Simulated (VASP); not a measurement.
Set up this calculation in VASP 6.6.1, as the native input.

```
Task                   : single point
Functional             : PBE
Potentials or basis    : VASP PAW PBE potentials, release 64 (Ag)
Cutoff                 : 500 eV
k mesh                 : 6 × 6 × 4
Occupations            : gaussian, width 0.1 eV
Spin                   : no spin polarisation
Dipole correction      : no
Further INCAR settings : ALGO = Normal; EDIFF = 1e-06; NBANDS = 18
```

The structure of Ag lies in POSCAR:

```
Ag
1.0
    3.0291125208      0.0000000000      0.0000000000
   -1.5145562604      2.6232883940      0.0000000000
    0.0000000000      0.0000000000      5.8552128967
Ag
2
Direct
    0.3333333333      0.6666666667      0.2500000000
    0.6666666667      0.3333333333      0.7500000000
```

The input as run:

INCAR

```
ALGO = Normal
EDIFF = 1E-6
ENCUT = 500
GGA = PE
GGA_COMPAT = F
ISIF = 2
ISMEAR = 0
LASPH = T
LCHARG = T
LELF = T
LREAL = F
LVHAR = T
LWAVE = F
NBANDS = 18
NELM = 120
PREC = Accurate
SIGMA = 0.1
```

KPOINTS

```
k-points
0
Gamma
  6 6 4
```

Potentials or basis: VASP PAW PBE potentials, release 64 (Ag).

The run is started by

```console
$ cat potpaw_PBE.64/Ag/POTCAR > POTCAR
$ mpirun -np 1 vasp_std > vasp.out
```

It gave:

```json
{
 "Pressure": "-9.3 GPa",
 "Band gap on the k mesh": "zero (band 11 reaches 8.97 eV, above the bottom of band 12 at 1.71 eV)"
}
```

Caveat: the k points lie up to 0.40 Å⁻¹ apart.

Run time: 36 s on 1 thread of AMD EPYC 7R13, with other jobs on the host, peak memory 0.14 GiB.
